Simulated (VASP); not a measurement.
Input of a VASP 6.6.1 run:

File INCAR:

```
  PREC = Accurate
  ENCUT = 600
  EDIFF = 1E-6
  ISMEAR = 0
  SIGMA = 0.02
  LREAL = F
  LASPH = T
  NELM = 120
  ALGO = Normal
  ISIF = 2
  LWAVE = F
  LCHARG = F
  GGA = PE
  IVDW = 12
  NBANDS = 25
  GGA_COMPAT = F
```

File KPOINTS:

```
Automatic mesh
0
Gamma
  10 10 4
```

Contents of POSCAR:

```
SiO2
1.0
    2.6745293631     -0.0005148612     -0.0448310865
   -1.3366445358      2.3167707053      0.0325549455
   -1.1909418152     -0.8101159753      8.7217475728
Si O
2 4
Direct
    0.8330390293      0.4165328516      0.2495919495
    0.1669609707      0.5834671484      0.7504080505
    0.4297503524      0.7148730009      0.1446225444
    0.2363874201      0.1182219886      0.3546495813
    0.5702496476      0.2851269991      0.8553774556
    0.7636125799      0.8817780114      0.6453504187
```

Potentials or basis: VASP PAW PBE potentials, release 64 (Si, O).

Launch:

```sh
$ cat potpaw_PBE.64/Si/POTCAR potpaw_PBE.64/O/POTCAR > POTCAR
$ mpirun -np 1 vasp_std > vasp.out
```

Predict the dispersion energy per atom.

-0.201 eV.

What does it give for the largest force?

0.010 eV/Å.

Estimate the band gap on the k mesh.

6.18 eV (least direct gap 6.35 eV).

Predict the pressure.

3.8 GPa.

Stress tensor (GPa, compression positive):
```
 4.16  0.00 -0.02
 0.00  4.16  0.00
-0.02  0.00  3.14
```

Caveat: the cell stands under pressure. A k mesh can miss the band edges.
